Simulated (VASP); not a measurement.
# Pt (Fm-3m) in VASP: a series of runs

The runs below take Pt through relaxation of cell and atoms, single point, with PBEsol, BLYP.

Program: VASP 6.6.1. These are calculated values, not measurements. Logs are shortened: lines on timing, memory, paths and dates and some standing lists are left out, and cuts for length are marked.

### 1 The cell of the first run

Symmetry: Fm-3m, No. 225, cubic system. The conventional cell has a = 3.922 Å, b = 3.922 Å, c = 3.922 Å, α = 90.00°, β = 90.00°, γ = 90.00°. Pt (site symmetry m-3m) has 12 Pt at 2.77 Å within 3.7 Å.

### 2 Relaxation of cell and atoms, PBEsol, target pressure 20 GPa, at which the enthalpy is minimised

The input, INCAR:

```
PREC = Accurate ; ENCUT = 600
EDIFF = 1E-6 ; ISMEAR = -1
SIGMA = 0.05 ; LREAL = F
LASPH = T ; NELM = 80
ALGO = Normal ; ISIF = 3
LWAVE = F ; LCHARG = F
GGA = PS ; IBRION = 2
NSW = 60 ; EDIFFG = -0.01
PSTRESS = 200.0
```

The input, KPOINTS:

```
regular mesh
0
Gamma
  12 12 12
```

The input, POSCAR:

```
Pt
1.0
    0.0000000000      1.9609000000      1.9609000000
    1.9609000000      0.0000000000      1.9609000000
    1.9609000000      1.9609000000      0.0000000000
Pt
1
Direct
    0.0000000000      0.0000000000      0.0000000000
```

Potentials or basis: VASP PAW PBE potentials, release 64 (Pt).

Launch:

```
> cat potpaw_PBE.64/Pt/POTCAR > POTCAR
> mpirun -np 1 vasp_std > vasp.out
```

OUTCAR:

```text
PREC = Accurate
   ENCUT = 600
   EDIFF = 1E-6
   ISMEAR = -1
   LREAL = F
   LASPH = T
   NELM = 80
   ISIF = 3
   GGA = PS
   IBRION = 2
   NSW = 60
   EDIFFG = -0.01
   PSTRESS = 200.0

 ion  position               nearest neighbor table
   1  0.000  0.000  0.000-

  LATTYP: Found a face centered cubic cell.
 ALAT       =     3.9218000000

  Lattice vectors:

 A1 = (   0.0000000000,   1.9609000000,   1.9609000000)
 A2 = (   1.9609000000,   0.0000000000,   1.9609000000)
 A3 = (   1.9609000000,   1.9609000000,   0.0000000000)

Analysis of symmetry for initial positions (statically):
=====================================================================
 Subroutine PRICEL returns:
 Original cell was already a primitive cell.

 Routine SETGRP: Setting up the symmetry group for a
 face centered cubic supercell.

 Subroutine GETGRP returns: Found 48 space group operations
 (whereof 48 operations were pure point group operations)
 out of a pool of 48 trial point group operations.

The static configuration has the point symmetry O_h .

Analysis of symmetry for dynamics (positions and initial velocities):
=====================================================================
 Subroutine PRICEL returns:
 Original cell was already a primitive cell.

 Routine SETGRP: Setting up the symmetry group for a
 face centered cubic supercell.

 Subroutine GETGRP returns: Found 48 space group operations
 (whereof 48 operations were pure point group operations)
 out of a pool of 48 trial point group operations.

The dynamic configuration has the point symmetry O_h .

 Subroutine INISYM returns: Found 48 space group operations
 (whereof 48 operations are pure point group operations),
 and found     1 'primitive' translations

----------------------------------------------------------------------------------------

                                     Primitive cell

  volume of cell :      15.0798

  direct lattice vectors                    reciprocal lattice vectors
     0.000000000  1.960900000  1.960900000    -0.254984956  0.254984956  0.254984956
     1.960900000  0.000000000  1.960900000     0.254984956 -0.254984956  0.254984956
     1.960900000  1.960900000  0.000000000     0.254984956  0.254984956 -0.254984956

  length of vectors
     2.773131374  2.773131374  2.773131374     0.441646899  0.441646899  0.441646899

  position of ions in fractional coordinates (direct lattice)
     0.000000000  0.000000000  0.000000000

  ion indices of the primitive-cell ions
   primitive index   ion index
                 1           1

----------------------------------------------------------------------------------------

 KPOINTS: regular mesh

Automatic generation of k-mesh.
 Grid dimensions read from file:
 generate k-points for:   12   12   12

 Generating k-lattice:

  Cartesian coordinates                     Fractional coordinates (reciprocal lattice)
    -0.021248746  0.021248746  0.021248746     0.083333333  0.000000000  0.000000000
     0.021248746 -0.021248746  0.021248746     0.000000000  0.083333333  0.000000000
     0.021248746  0.021248746 -0.021248746     0.000000000  0.000000000  0.083333333

  Length of vectors
     0.036803908  0.036803908  0.036803908

  Shift w.r.t. Gamma in fractional coordinates (k-lattice)
     0.000000000  0.000000000  0.000000000

 Subroutine IBZKPT returns following result:
 ===========================================

 Found     72 irreducible k-points:

 Following reciprocal coordinates:
            Coordinates               Weight
  0.000000  0.000000  0.000000      1.000000
  0.083333  0.000000  0.000000      8.000000
  0.166667  0.000000  0.000000      8.000000
  0.250000  0.000000  0.000000      8.000000
  0.333333  0.000000  0.000000      8.000000
  0.416667  0.000000  0.000000      8.000000
[... 16 lines left out ...]
  0.500000  0.166667  0.000000     24.000000
 -0.416667  0.166667  0.000000     24.000000
 [... further k-points ...]
   k-points           NKPTS =     72   k-points in BZ     NKDIM =     72   number of bands    NBANDS=      9
   number of dos      NEDOS =    301   number of ions     NIONS =      1
   total plane-waves  NPLWV =  13824
   dimension x,y,z NGX =    24 NGY =   24 NGZ =   24
   dimension x,y,z NGXF=    48 NGYF=   48 NGZF=   48
   ions per type =               1
   NGX,Y,Z   is equivalent  to a cutoff of  14.39, 14.39, 14.39 a.u.
   NGXF,Y,Z  is equivalent  to a cutoff of  28.78, 28.78, 28.78 a.u.
 SYSTEM =  unknown system
   PREC   = accura    normal or accurate (medium, high low for compatibility)
   ISTART =      0    job   : 0-new  1-cont  2-samecut
   ICHARG =      2    charge: 1-file 2-atom 10-const
   ISPIN  =      1    spin polarized calculation?
   LNONCOLLINEAR =      F non collinear calculations
   LSORBIT =      F    spin-orbit coupling
   LASPH  =      T    aspherical Exc in radial PAW
   ENCUT  =  600.0 eV  44.10 Ry    6.64 a.u.   5.54  5.54  5.54*2*pi/ulx,y,z
   NELM   =     80;   NELMIN=  2; NELMDL= -5     # of ELM steps
   EDIFF  = 0.1E-05   stopping-criterion for ELM
   LREAL  =      F    real-space projection
   EDIFFG = -.1E-01   stopping-criterion for IOM
   NSW    =     60    number of steps for IOM
   IBRION =      2    ionic relax: 0-MD 1-quasi-New 2-CG
   NFREE  =      1    steps in history (QN), initial steepest desc. (CG)
   ISIF   =      3    stress and relaxation
   ISYM   =      2    0-nonsym 1-usesym 2-fastsym
   POTIM  = 0.5000    time-step for ionic-motion
   TEBEG  =    0.0;   TEEND  =   0.0 temperature during run
   PSTRESS=  200.0 pullay stress
   NELECT =      10.0000    total number of electrons
   NUPDOWN=      -1.0000    fix difference up-down
   EMIN   =  10.00;   EMAX   =-10.00  energy-range for DOS
   EFERMI =   0.00;   METHOD = LEGACY
   ISMEAR =    -1;   SIGMA  =   0.05  broadening in eV -4-tet -1-fermi 0-gaus
   EFERMI_NEDOS =   21; number of points for ismear=-14 and -15
   IALGO  =     38    algorithm
   IMIX   =      4    mixing-type and parameters
     AMIX     =   0.40;   BMIX     =  1.00
     AMIX_MAG =   1.60;   BMIX_MAG =  1.00
  volume/ion in A,a.u.               =      15.08       101.76
  Fermi-wavevector in a.u.,A,eV,Ry     =   1.427609  2.697791 27.729605  2.038068
  Thomas-Fermi vector in A             =   2.547760
   LORBIT       =      0    0 simple, 1 ext, 2 COOP (PROOUT), +10 PAW based schemes
   GGA     = PS    functional components
   LHFCALC =     F    Hartree Fock is set to
   AEXX    =    0.0000 exact exchange contribution
   IVDW    =     0    specifies the selected vdW correction
   LEPSILON=     F    determine dielectric tensor
   LRPA    =     F    only Hartree local field effects (RPA)
 conjugate gradient relaxation of ions
 non-spin polarized calculation
  energy-cutoff  :      600.00
  volume of cell :       15.08
 maximum number of plane-waves:       531
 NGX is ok and might be reduce to    24
   NGX = 11   NGY = 11   NGZ = 11

--------------------------------------- Ionic step        1  -------------------------------------------

 number of electron      10.0000000 magnetization

 Free energy of the ion-electron system (eV)
  ---------------------------------------------------
  ext. energy  EPLUGINS =         0.00000000
  ---------------------------------------------------
  free energy    TOTEN  =        -6.97303887 eV

  energy without entropy =       -6.95741594  energy(sigma->0) =       -6.96522741

------------------------ aborting loop because EDIFF is reached ----------------------------------------

  FORCE on cell =-STRESS in cart. coord.  units (eV):
  Direction    XX          YY          ZZ          XY          YZ          ZX
  --------------------------------------------------------------------------------------
  -------------------------------------------------------------------------------------
  Total       -0.0862813     -0.0862813     -0.0862813      0.0000000      0.0000000     -0.0000000
  in kB       -9.1670759     -9.1670759     -9.1670759      0.0000000      0.0000000     -0.0000000
  external PRESSURE =    -209.1670759 kB  Pullay stress =     200.0000000 kB
[... 133 lines left out ...]
  enthalpy is  TOTEN    =        -5.1540671355 eV   P V=        1.7719073186

--------------------------------------- Ionic step        5  -------------------------------------------

 number of electron      10.0000001 magnetization

 Free energy of the ion-electron system (eV)
  ---------------------------------------------------
  ext. energy  EPLUGINS =         0.00000000
  ---------------------------------------------------
  free energy    TOTEN  =        -6.92250727 eV

  energy without entropy =       -6.90769733  energy(sigma->0) =       -6.91510230

 E-fermi :  12.3720     XC(G=0): -13.9995

 val. band max:       12.3709253310   @ k =  -0.4167   0.3333   0.0833
 cond. band min:      12.3770247695   @ k =   0.5000   0.4167   0.0833
 fundamental gap:      0.0060994385
 Fermi energy:        12.3719659689

 k-point     1 :       0.0000    0.0000    0.0000
  band No.  band energies     occupation
      1       1.3209      2.00000
      2       8.1399      2.00000
      3       8.1399      2.00000
      4       8.1399      2.00000
      5      10.5545      2.00000
      6      10.5545      2.00000
      7      26.7669      0.00000
      8      32.0844      0.00000
      9      32.0844      0.00000
[... 265 lines left out ...]
 k-point    24 :      -0.4167    0.1667    0.0000
  band No.  band energies     occupation
      1       5.1733      2.00000
      2       7.4117      2.00000
      3       8.8191      2.00000
      4       9.1002      2.00000
      5      12.0293      1.99789
      6      15.4821      0.00000
      7      18.7704      0.00000
      8      27.4047      0.00000
      9      29.5587      0.00000

 [... further k-points ...]
[... 5 lines left out ...]
  --------------------------------------------------------------------------------------
  -------------------------------------------------------------------------------------
  Total        1.7681847      1.7681847      1.7681847      0.0000000      0.0000000      0.0000000
  in kB      199.9790776    199.9790776    199.9790776      0.0000000      0.0000000      0.0000000
  external PRESSURE =      -0.0209224 kB  Pullay stress =     200.0000000 kB
[... 16 lines left out ...]
  FREE ENERGIE OF THE ION-ELECTRON SYSTEM (eV)
  ---------------------------------------------------
  free  energy   TOTEN  =        -6.9225072676 eV

  energy  without entropy=       -6.9076973340  energy(sigma->0) =       -6.91510230

  enthalpy is  TOTEN    =        -5.1541376043 eV   P V=        1.7683696633

 reached required accuracy - stopping structural energy minimisation
```

It took 72 s on 1 thread of Intel Xeon 8259CL, shared host; peak memory 0.16 GiB.

Results:

```
Free energy                                            : -6.9225 eV
Relaxed volume                                         : 14.17 Å³/atom
Relaxed cell                                           : a = 2.716 Å, b = 2.716 Å, c = 2.716 Å, α = 60.00°, β = 60.00°, γ = 60.00°
Space group after relaxing (to 0.05 Å)                 : Fm-3m (No. 225)
Energy change on relaxing (the enthalpy is what falls) : +50.5 meV/atom
Ionic steps                                            : 5
Pressure after relaxing                                : 20.0 GPa
Band gap on the k mesh                                 : zero (band 5 reaches 12.92 eV, above the bottom of band 6 at 10.43 eV)
```

Step by step:
```tsv
step	energy change (eV)	largest force (eV/Å)	pressure (GPa)	volume (Å³)
1	0.0000	0.0000	-0.92	15.08
2	1.6540	0.0000	186.52	11.18
3	0.0401	0.0000	17.57	14.26
4	0.0471	0.0000	19.22	14.19
5	0.0505	0.0000	20.00	14.17
```

Final structure:
```yaml
crystal:
  lattice:
    - [0.00000, 1.92047, 1.92047]
    - [1.92047, 0.00000, 1.92047]
    - [1.92047, 1.92047, 0.00000]
  atoms:
    - { symbol: Pt, position: [0.00000, 0.00000, 0.00000] }
```

Levels at points of the mesh, in eV from the Fermi level:
```
           k point  band 3  band 4  band 5  band 6  band 7  band 8
(0.00, 0.00, 0.00)   -4.23   -4.23   -1.82   -1.82   14.39   19.71
(0.50, 0.00, 0.00)   -4.31   -0.84    0.04    0.04    6.29   13.97
(0.50, 0.50, 0.00)    0.02    0.55    0.55    1.56    9.52   11.50
```

Caveat: the cell is relaxed towards a set pressure, so the enthalpy falls and the energy may rise; the PAW data sets were made with another functional, which shifts forces and pressure a little; spin-orbit coupling is left out, which moves the levels of the heavy elements.

### 3 Relaxation of cell and atoms, PBEsol, target pressure 30 GPa, at which the enthalpy is minimised

The input, INCAR:

```
SYSTEM = Pt
PREC = Accurate
ENCUT = 600
EDIFF = 1E-6
ISMEAR = -1
SIGMA = 0.05
LREAL = .FALSE.
LASPH = .TRUE.
NELM = 100
ALGO = Normal
ISIF = 3
LWAVE = .FALSE.
LCHARG = .FALSE.
GGA = PS
IBRION = 2
NSW = 60
EDIFFG = -0.01
PSTRESS = 300.0
```

The input, KPOINTS:

```
regular mesh
0
G
  12 12 12
  0 0 0
```

POSCAR is that of step 2.

Potentials or basis: VASP PAW PBE potentials, release 64 (Pt).

Launch:

```
> cat potpaw_PBE.64/Pt/POTCAR > POTCAR
> mpirun -np 1 vasp_std > vasp.out
```

It took 72 s on 1 thread of Intel Xeon 8259CL, shared host; peak memory 0.17 GiB.

Results (log left out):

```yaml
Free_energy: -6.8700 eV
Relaxed_volume: 13.83 Å³/atom
Relaxed_cell: a = 2.694 Å, b = 2.694 Å, c = 2.694 Å, α = 60.00°, β = 60.00°, γ = 60.00°
Space_group_after_relaxing_to_0.05_Å: Fm-3m (No. 225)
Energy_change_on_relaxing_the_enthalpy_is_what_falls: +103.0 meV/atom
Ionic_steps: 5
Pressure_after_relaxing: 30.0 GPa
Band_gap_on_the_k_mesh: zero (band 5 reaches 13.46 eV, above the bottom of band 6 at 10.85 eV)
```

Step by step:
```tsv
step	energy change (eV)	largest force (eV/Å)	pressure (GPa)	volume (Å³)
1	0.0000	0.0000	-0.92	15.08
2	4.5367	0.0000	419.01	9.58
3	0.0710	0.0000	24.23	14.02
4	0.0881	0.0000	27.43	13.91
5	0.1030	0.0000	30.03	13.83
```

Final structure:
```
Pt
1.0
     0.00000    1.90508    1.90508
     1.90508    0.00000    1.90508
     1.90508    1.90508    0.00000
Pt
1
Direct
  0.00000 0.00000 0.00000
```

Levels at points of the mesh, in eV from the Fermi level:
```tsv
k point	band 2	band 3	band 4	band 5	band 6	band 7	band 8	band 9
(0.00, 0.00, 0.00)	-4.40	-4.40	-4.40	-1.89	-1.89	14.30	19.76	19.76
(0.50, 0.00, 0.00)	-4.48	-4.48	-0.94	0.05	0.05	6.49	13.89	19.49
(0.50, 0.50, 0.00)	-7.65	0.02	0.57	0.57	1.52	9.81	11.58	11.58
```

Caveat: the cell is relaxed towards a set pressure, so the enthalpy falls and the energy may rise; the PAW data sets were made with another functional, which shifts forces and pressure a little; spin-orbit coupling is left out, which moves the levels of the heavy elements.

### 4 Single point, BLYP

The input, INCAR:

```
PREC = Accurate ; ENCUT = 500
EDIFF = 1E-6 ; ISMEAR = -1
SIGMA = 0.05 ; LREAL = False
LASPH = True ; NELM = 120
ALGO = Normal ; ISIF = 2
LWAVE = False ; LCHARG = False
GGA = B5 ; ALDAX = 1.0
AGGAX = 1.0 ; AGGAC = 1.0
ALDAC = 0.0 ; NBANDS = 15
GGA_COMPAT = False
```

The input, KPOINTS:

```
regular mesh
0
Gamma
  12 12 12
```

POSCAR is that of step 3.

Potentials or basis: VASP PAW PBE potentials, release 64 (Pt_sv_GW).

Launch:

```
> cat potpaw_PBE.64/Pt_sv_GW/POTCAR > POTCAR
> mpirun -np 1 vasp_std > vasp.out
```

Wall time 25 s (1 thread of AMD EPYC 9R45 (Zen 5), shared host); peak memory 0.1 GiB.

The run converged. Its results:

- Free energy: -4.9365 eV
- Pressure: 23.9 GPa
- Band gap on the k mesh: zero (band 9 reaches 11.83 eV, above the bottom of band 10 at 9.57 eV)

Levels at points of the mesh, in eV from the Fermi level:
```
           k point  band 5  band 6  band 7  band 8  band 9  band 10  band 11  band 12  band 13  band 14
(0.00, 0.00, 0.00)  -10.04   -3.81   -3.81   -3.81   -1.67    -1.67    14.93    19.73    19.73    19.73
(0.50, 0.00, 0.00)   -7.27   -3.88   -3.88   -0.15    0.02     0.02     5.87    14.53    19.04    19.04
(0.50, 0.50, 0.00)   -7.02   -6.60   -0.02    0.48    0.48     2.05     8.90    11.57    11.57    20.61
```

Caveat: the PAW data sets were made with another functional, which shifts forces and pressure a little; spin-orbit coupling is left out, which moves the levels of the heavy elements.

### 5 Summary

| task | level | potentials or basis | cell | cutoff (eV) | second run | gap on the mesh (eV) | pressure (GPa) |
| --- | --- | --- | --- | --- | --- | --- | --- |
| relaxation of cell and atoms | PBEsol | VASP PAW PBE potentials, release 64 (Pt) | relaxed to 20 GPa | 600 | - | none | 20.0 |
| relaxation of cell and atoms | PBEsol | VASP PAW PBE potentials, release 64 (Pt) | relaxed to 30 GPa | 600 | - | none | 30.0 |
| single point | BLYP | VASP PAW PBE potentials, release 64 (Pt_sv_GW) | as given | 500 | valence_matched | none | 23.9 |

Alike in all rows: no spin polarisation; k mesh 12 × 12 × 12; smearing fermi-dirac 0.05 eV.

Caveats: the PAW data sets were made with another functional, which shifts forces and pressure a little; spin-orbit coupling is left out, which moves the levels of the heavy elements; the cell is relaxed towards a set pressure, so the enthalpy falls and the energy may rise (some runs).

Absolute energies hang on the potentials; compare differences alone.
